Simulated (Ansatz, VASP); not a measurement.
**Ta2Si2O in VASP and in Ansatz**

Contents of INCAR:

```
PREC = Accurate
ENCUT = 600
EDIFF = 1E-7
ISMEAR = 0
SIGMA = 0.1
LREAL = F
LASPH = T
NELM = 80
ALGO = Normal
ISIF = 3
LWAVE = F
LCHARG = F
GGA = PE
IBRION = 2
NSW = 90
EDIFFG = -0.04
```

File KPOINTS:

```
Automatic mesh
0
Gamma
  6 6 4
```

File POSCAR:

```
Ta2Si2O
1.0
    4.1850305500      0.0000000000      0.0000000000
   -2.0925152800      3.6243427700      0.0000000000
    0.0000000000      0.0000000000      5.7529322600
Ta Si O
2 2 1
Direct
    0.0000000000      0.0000000000      0.7077634600
    0.0000000000      0.0000000000      0.2922365400
    0.3333333300      0.6666666700      0.5000000000
    0.6666666700      0.3333333300      0.5000000000
    0.0000000000      0.0000000000      0.0000000000
```

Input for Ansatz:

```yaml
crystal:
  lattice:
    - [4.18503055, 0.0, 0.0]
    - [-2.09251528, 3.62434277, 0.0]
    - [0.0, 0.0, 5.75293226]
  atoms:
    - { symbol: Ta, position: [0.0, 0.0, 0.70776346] }
    - { symbol: Ta, position: [0.0, 0.0, 0.29223654] }
    - { symbol: Si, position: [0.33333333, 0.66666667, 0.5] }
    - { symbol: Si, position: [0.66666667, 0.33333333, 0.5] }
    - { symbol: O, position: [0.0, 0.0, 0.0] }
basis:
  ecutwfc: 420
kpoints:
  mp_grid: { grid: [6, 6, 4] }
hamiltonian:
  xc: pbe
scf:
  occupations: { method: gaussian, width: 0.1 }
  lower_state_search: "off"
output:
  forces: true
  stress: true
  eigenvalues: true
relax:
  adjacent_minimum: "off"
  f_tol: 0.04
  max_steps: 70
  cell: { stress_tol: 0.4 }
```

Alike in both runs: task relaxation of cell and atoms; functional PBE; k mesh 6 × 6 × 4; occupations gaussian, width 0.1 eV; no spin polarisation.

|  | VASP | Ansatz |
| --- | --- | --- |
| version | VASP 6.6.1 | Ansatz 0.2.0 |
| potentials or method | VASP PAW PBE potentials, release 64 (Ta_pv, Si, O), cutoff 600 eV | scalar-relativistic, plane waves, PAW |
| valence electrons in the cell | 36 | 40 |

VASP gave:

- gap on the k mesh at the Fermi level, each at its own relaxed structure (eV): none
- relaxed volume (Å³/atom): 18.44
- relaxed cell length with the largest relative difference (Å): 6.688

Task: What did Ansatz give for the same quantities?

Result: gap on the k mesh at the Fermi level, each at its own relaxed structure (eV): none; relaxed volume (Å³/atom): 18.42; relaxed cell length with the largest relative difference (Å): 6.684.

A gap of «none» marks a metal or a gap that the smearing closes. VASP's potentials hold 36 valence electrons a cell and Ansatz's 40, so a difference there can come from the potentials and not from the codes.

Spin-orbit coupling is off throughout.
